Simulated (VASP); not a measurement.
Runs of VASP 6.6.1 on TaN. Symmetry: P-6m2, No. 187, hexagonal system. The conventional cell has a = 2.938 Å, b = 2.938 Å, c = 2.883 Å, α = 90.00°, β = 90.00°, γ = 120.00°. Within 3.0 Å of Ta (site symmetry -6m2) lie 6 N at 2.23 Å and 8 Ta at 2.88 to 2.94 Å. N (site symmetry -6m2) has 6 Ta at 2.23 Å and 8 N at 2.88 to 2.94 Å within 3.0 Å. 

```csv
k mesh,gap on the mesh (eV),pressure (GPa)
3 × 3 × 3,none,5.0
5 × 5 × 4,none,1.6
6 × 6 × 5,none,1.4
8 × 8 × 7,none,1.4
4 × 4 × 4,none,(a)
```

Alike in all rows: task single point; level r2SCAN; potentials or basis VASP PAW PBE potentials, release 64 (Ta_pv, N); no spin polarisation; cell as given; cutoff (eV) 660; smearing gaussian 0.1 eV.

Task: Estimate the missing entries.

Result: (a) 2.1.

Caveats: some runs use coarse meshes; the PAW data sets were made with another functional, which shifts forces and pressure a little; spin-orbit coupling is left out, which moves the levels of the heavy elements.

A k mesh can miss the band edges, and the runs leave out spin-orbit coupling on Ta.

A gap of «none» marks levels without a gap at the run's occupations.
